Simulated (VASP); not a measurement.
Input of a VASP 6.6.1 run:

Contents of INCAR:

```
SYSTEM = CsH
PREC = Accurate
ENCUT = 520
EDIFF = 1E-6
ISMEAR = 0
SIGMA = 0.02
LREAL = .FALSE.
LASPH = .TRUE.
NELM = 80
ALGO = Normal
ISIF = 2
LWAVE = .FALSE.
LCHARG = .FALSE.
GGA = CA
NBANDS = 12
```

Contents of KPOINTS:

```
regular mesh
0
G
  8 8 8
  0 0 0
```

The input POSCAR:

```
CsH
1.0
    3.6385986723      0.0000000000      0.0000000000
    0.0000000000      3.6385986723      0.0000000000
    0.0000000000      0.0000000000      3.6385986723
Cs H
1 1
Direct
    0.0000000000      0.0000000000      0.0000000000
    0.5000000000      0.5000000000      0.5000000000
```

Potentials or basis: VASP PAW LDA potentials, release 64 (Cs_sv, H).

The run is started by

```sh
$ cat potpaw_LDA.64/Cs_sv/POTCAR potpaw_LDA.64/H/POTCAR > POTCAR
$ mpirun -np 1 vasp_std > vasp.out
```

Estimate the pressure.

0.1 GPa.

What does it give for the band gap on the k mesh?

2.35 eV, direct.

Caveat: spin-orbit coupling is left out, which moves the levels of the heavy elements. Expect the measured gap to be larger: semilocal functionals such as LDA lack the derivative discontinuity.
